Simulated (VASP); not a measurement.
# InSb (I-4m2) in VASP: single point with LDA

Aim: the single point of InSb with LDA.

Everything below comes from runs of VASP 6.6.1. Logs are shortened: lines on timing, memory, paths and dates and some standing lists are left out, and cuts for length are marked.

### Step 1. The cell of the first run

It takes space group I-4m2 (No. 119, tetragonal). Conventional cell: a = 5.889 Å, b = 5.889 Å, c = 3.273 Å, α = 90.00°, β = 90.00°, γ = 90.00°. Within 4.0 Å of In (site symmetry -4m2) lie 8 Sb at 3.06 to 3.83 Å and 2 In at 3.27 Å. Within 4.0 Å of Sb (site symmetry -4m2) lie 8 In at 3.06 to 3.83 Å and 2 Sb at 3.27 Å.

### Step 2. Single point, LDA

INCAR

```
SYSTEM = InSb
ALGO = Normal ; EDIFF = 1E-6
ENCUT = 500 ; GGA = CA
GGA_COMPAT = .FALSE. ; ISIF = 2
ISMEAR = 0 ; LASPH = .TRUE.
LCHARG = .FALSE. ; LREAL = .FALSE.
LWAVE = .FALSE. ; NBANDS = 16
NELM = 120 ; PREC = Accurate
SIGMA = 0.1
```

KPOINTS

```
k-points
0
G
  6 6 6
  0 0 0
```

POSCAR

```
InSb
1.0
   -2.9447400000      2.9447400000      1.6363770000
    2.9447400000     -2.9447400000      1.6363770000
    2.9447400000      2.9447400000     -1.6363770000
In Sb
1 1
Direct
    0.2500000000      0.7500000000      0.5000000000
    0.0000000000      0.0000000000      0.0000000000
```

Potentials or basis: VASP PAW LDA potentials, release 64 (In_d, Sb).

Command:

```console
cat potpaw_LDA.64/In_d/POTCAR potpaw_LDA.64/Sb/POTCAR > POTCAR
mpirun -np 1 vasp_std > vasp.out
```

OUTCAR:

```text
SYSTEM = InSb
   EDIFF = 1E-6
   ENCUT = 500
   GGA = CA
   ISIF = 2
   ISMEAR = 0
   LASPH = .TRUE.
   LREAL = .FALSE.
   NELM = 120
   PREC = Accurate

 ion  position               nearest neighbor table
   1  0.250  0.750  0.500-   2 3.06   2 3.06   2 3.06   2 3.06   2 3.83   2 3.83   2 3.83   2 3.83

   2  0.000  0.000  0.000-   1 3.06   1 3.06   1 3.06   1 3.06   1 3.83   1 3.83   1 3.83   1 3.83

  LATTYP: Found a body centered tetragonal cell.
 ALAT       =     5.8894800000
 C/A-ratio  =     0.5556949001

  Lattice vectors:

 A1 = (  -2.9447400000,   2.9447400000,   1.6363770000)
 A2 = (   2.9447400000,  -2.9447400000,   1.6363770000)
 A3 = (   2.9447400000,   2.9447400000,  -1.6363770000)

Analysis of symmetry for initial positions (statically):
=====================================================================
 Subroutine PRICEL returns:
 Original cell was already a primitive cell.

 Routine SETGRP: Setting up the symmetry group for a
 body centered tetragonal supercell.

 Subroutine GETGRP returns: Found  8 space group operations
 (whereof  8 operations were pure point group operations)
 out of a pool of 16 trial point group operations.

The static configuration has the point symmetry D_2d.

Analysis of symmetry for dynamics (positions and initial velocities):
=====================================================================
 Subroutine PRICEL returns:
 Original cell was already a primitive cell.

 Routine SETGRP: Setting up the symmetry group for a
 body centered tetragonal supercell.

 Subroutine GETGRP returns: Found  8 space group operations
 (whereof  8 operations were pure point group operations)
 out of a pool of 16 trial point group operations.

The dynamic configuration has the point symmetry D_2d.

 Subroutine INISYM returns: Found  8 space group operations
 (whereof  8 operations are pure point group operations),
 and found     1 'primitive' translations

----------------------------------------------------------------------------------------

                                     Primitive cell

  volume of cell :      56.7593

  direct lattice vectors                    reciprocal lattice vectors
    -2.944740000  2.944740000  1.636377000     0.000000000  0.169794277  0.305553060
     2.944740000 -2.944740000  1.636377000     0.169794277  0.000000000  0.305553060
     2.944740000  2.944740000 -1.636377000     0.169794277  0.169794277  0.000000000

  length of vectors
     4.474451589  4.474451589  4.474451589     0.349560823  0.349560823  0.240125370

  position of ions in fractional coordinates (direct lattice)
     0.250000000  0.750000000  0.500000000
     0.000000000  0.000000000  0.000000000

  ion indices of the primitive-cell ions
   primitive index   ion index
                 1           1
                 2           2

----------------------------------------------------------------------------------------

 KPOINTS: k-points

Automatic generation of k-mesh.
 Grid dimensions read from file:
 generate k-points for:    6    6    6

 Generating k-lattice:

  Cartesian coordinates                     Fractional coordinates (reciprocal lattice)
     0.000000000  0.028299046  0.050925510     0.166666667  0.000000000 -0.000000000
     0.028299046  0.000000000  0.050925510     0.000000000  0.166666667 -0.000000000
     0.028299046  0.028299046  0.000000000     0.000000000  0.000000000  0.166666667

  Length of vectors
     0.058260137  0.058260137  0.040020895

  Shift w.r.t. Gamma in fractional coordinates (k-lattice)
     0.000000000  0.000000000  0.000000000

 Subroutine IBZKPT returns following result:
 ===========================================

 Found     30 irreducible k-points:

 Following reciprocal coordinates:
            Coordinates               Weight
  0.000000  0.000000  0.000000      1.000000
  0.166667  0.000000  0.000000      8.000000
  0.333333  0.000000 -0.000000      8.000000
  0.500000 -0.000000  0.000000      4.000000
  0.166667  0.166667  0.000000      8.000000
  0.333333  0.166667 -0.000000     16.000000
[... 16 lines left out ...]
 -0.333333 -0.333333  0.166667      8.000000
 -0.166667 -0.333333  0.166667      8.000000
 [... further k-points ...]
   k-points           NKPTS =     30   k-points in BZ     NKDIM =     30   number of bands    NBANDS=     16
   number of dos      NEDOS =    301   number of ions     NIONS =      2
   total plane-waves  NPLWV =  46656
   dimension x,y,z NGX =    36 NGY =   36 NGZ =   36
   dimension x,y,z NGXF=    72 NGYF=   72 NGZF=   72
   ions per type =               1   1
   NGX,Y,Z   is equivalent  to a cutoff of  13.38, 13.38, 13.38 a.u.
   NGXF,Y,Z  is equivalent  to a cutoff of  26.75, 26.75, 26.75 a.u.
 SYSTEM =  InSb
   PREC   = accura    normal or accurate (medium, high low for compatibility)
   ISTART =      0    job   : 0-new  1-cont  2-samecut
   ICHARG =      2    charge: 1-file 2-atom 10-const
   ISPIN  =      1    spin polarized calculation?
   LNONCOLLINEAR =      F non collinear calculations
   LSORBIT =      F    spin-orbit coupling
   LASPH  =      T    aspherical Exc in radial PAW
   ENCUT  =  500.0 eV  36.75 Ry    6.06 a.u.   8.16  8.16  8.16*2*pi/ulx,y,z
   NELM   =    120;   NELMIN=  2; NELMDL= -5     # of ELM steps
   EDIFF  = 0.1E-05   stopping-criterion for ELM
   LREAL  =      F    real-space projection
[... 7 lines left out ...]
   TEBEG  =    0.0;   TEEND  =   0.0 temperature during run
   PSTRESS=    0.0 pullay stress
   NELECT =      18.0000    total number of electrons
   NUPDOWN=      -1.0000    fix difference up-down
   EMIN   =  10.00;   EMAX   =-10.00  energy-range for DOS
   EFERMI =   0.00;   METHOD = LEGACY
   ISMEAR =     0;   SIGMA  =   0.10  broadening in eV -4-tet -1-fermi 0-gaus
   EFERMI_NEDOS =   21; number of points for ismear=-14 and -15
   IALGO  =     38    algorithm
   IMIX   =      4    mixing-type and parameters
     AMIX     =   0.40;   BMIX     =  1.00
     AMIX_MAG =   1.60;   BMIX_MAG =  1.00
  volume/ion in A,a.u.               =      28.38       191.52
  Fermi-wavevector in a.u.,A,eV,Ry     =   1.116400  2.109690 16.957613  1.246349
  Thomas-Fermi vector in A             =   2.253014
   LORBIT       =      0    0 simple, 1 ext, 2 COOP (PROOUT), +10 PAW based schemes
   GGA     = CA    functional components
   LHFCALC =     F    Hartree Fock is set to
   AEXX    =    0.0000 exact exchange contribution
   IVDW    =     0    specifies the selected vdW correction
   LEPSILON=     F    determine dielectric tensor
   LRPA    =     F    only Hartree local field effects (RPA)
 non-spin polarized calculation
 Gauss-broadening in eV      SIGMA  =   0.10
  energy-cutoff  :      500.00
  volume of cell :       56.76
 maximum number of plane-waves:      1454
 NGX is ok and might be reduce to    36
   NGX = 17   NGY = 17   NGZ = 17

 number of electron      17.9999998 magnetization

 Free energy of the ion-electron system (eV)
  ---------------------------------------------------
  ext. energy  EPLUGINS =         0.00000000
  ---------------------------------------------------
  free energy    TOTEN  =        -8.00701119 eV

  energy without entropy =       -8.00174951  energy(sigma->0) =       -8.00438035

 E-fermi :   7.0904     XC(G=0): -10.0790

 val. band max:        7.0830080168   @ k =  -0.3333   0.5000   0.3333
 cond. band min:       7.2173387904   @ k =  -0.3333   0.3333   0.1667
 fundamental gap:      0.1343307736
 Fermi energy:         7.0903652317

 k-point     1 :       0.0000    0.0000    0.0000
  band No.  band energies     occupation
      1      -7.7664      2.00000
      2      -7.5581      2.00000
      3      -7.5519      2.00000
      4      -7.4763      2.00000
      5      -7.4763      2.00000
      6      -4.4217      2.00000
[... 8 lines left out ...]
     15      15.7111      0.00000
     16      16.7822      0.00000

 k-point     2 :       0.1667    0.0000    0.0000
  band No.  band energies     occupation
      1      -7.6787      2.00000
      2      -7.5622      2.00000
      3      -7.5418      2.00000
      4      -7.5126      2.00000
      5      -7.5114      2.00000
      6      -3.9429      2.00000
[... 8 lines left out ...]
     15      14.8870      0.00000
     16      15.4223      0.00000

 k-point     3 :       0.3333    0.0000   -0.0000
  band No.  band energies     occupation
      1      -7.5980      2.00000
      2      -7.5882      2.00000
      3      -7.5640      2.00000
      4      -7.5140      2.00000
      5      -7.4950      2.00000
      6      -2.5934      2.00000
[... 8 lines left out ...]
     15      13.6505      0.00000
     16      16.4953      0.00000

 k-point     4 :       0.5000   -0.0000    0.0000
  band No.  band energies     occupation
      1      -7.6330      2.00000
      2      -7.6238      2.00000
      3      -7.5693      2.00000
      4      -7.5023      2.00000
      5      -7.4047      2.00000
      6      -1.3431      2.00000
[... 8 lines left out ...]
     15      16.2648      0.00000
     16      16.5420      0.00000
[... 324 lines left out ...]
 k-point    22 :      -0.1667    0.5000    0.1667
  band No.  band energies     occupation
      1      -7.6137      2.00000
      2      -7.5861      2.00000
      3      -7.5773      2.00000
      4      -7.5001      2.00000
      5      -7.4906      2.00000
      6      -1.7928      2.00000
[... 8 lines left out ...]
     15      16.6965      0.00000
     16      17.2077      0.00000

 k-point    23 :      -0.3333   -0.3333    0.1667
  band No.  band energies     occupation
      1      -7.6179      2.00000
      2      -7.5857      2.00000
      3      -7.5793      2.00000
      4      -7.4979      2.00000
      5      -7.4917      2.00000
      6      -1.5671      2.00000
[... 8 lines left out ...]
     15      16.6925      0.00000
     16      17.2607      0.00000

 k-point    24 :      -0.1667   -0.3333    0.1667
  band No.  band energies     occupation
      1      -7.6240      2.00000
      2      -7.6211      2.00000
      3      -7.5801      2.00000
      4      -7.5043      2.00000
      5      -7.4097      2.00000
      6      -1.4828      2.00000
[... 8 lines left out ...]
     15      16.0370      0.00000
     16      17.7690      0.00000

 [... further k-points ...]

------------------------ aborting loop because EDIFF is reached ----------------------------------------

  FORCE on cell =-STRESS in cart. coord.  units (eV):
  Direction    XX          YY          ZZ          XY          YZ          ZX
  --------------------------------------------------------------------------------------
  -------------------------------------------------------------------------------------
  Total       -1.0780398     -1.0780398     -2.2024893      0.0000000     -0.0000000      0.0000000
  in kB      -30.4304326    -30.4304326    -62.1708959      0.0000000     -0.0000000      0.0000000
  external PRESSURE =     -41.0105870 kB  Pullay stress =       0.0000000 kB

 VOLUME and BASIS-vectors are now :
 -----------------------------------------------------------------------------
  energy-cutoff  :      500.00
  volume of cell :       56.76
      direct lattice vectors                 reciprocal lattice vectors
    -2.944740000  2.944740000  1.636377000     0.000000000  0.169794277  0.305553060
     2.944740000 -2.944740000  1.636377000     0.169794277  0.000000000  0.305553060
     2.944740000  2.944740000 -1.636377000     0.169794277  0.169794277  0.000000000

 POSITION                                       TOTAL-FORCE (eV/Angst)
 -----------------------------------------------------------------------------------
      2.94474     -0.00000      0.81819         0.000000     -0.000000      0.000000
      0.00000      0.00000      0.00000        -0.000000      0.000000     -0.000000
 -----------------------------------------------------------------------------------
    total drift:                               -0.000000      0.000000      0.000000

  FREE ENERGIE OF THE ION-ELECTRON SYSTEM (eV)
  ---------------------------------------------------
  free  energy   TOTEN  =        -8.0070111886 eV

  energy  without entropy=       -8.0017495088  energy(sigma->0) =       -8.00438035
```

It took 41 s on 1 thread of Intel Xeon 8259CL, shared host; peak memory 0.18 GiB.

Results:

```yaml
Free_energy: -8.0070 eV
Pressure: -4.1 GPa
Band_gap_on_the_k_mesh: zero (bands 9 and 10 overlap by 4.43 eV)
```

Stress tensor (GPa, compression positive):
```
-3.04  0.00  0.00
 0.00 -3.04  0.00
 0.00  0.00 -6.22
```

Caveat: the k points lie up to 0.37 Å⁻¹ apart, too coarse for converged energies and pressures of a metal; spin-orbit coupling is left out, which moves the levels of the heavy elements.
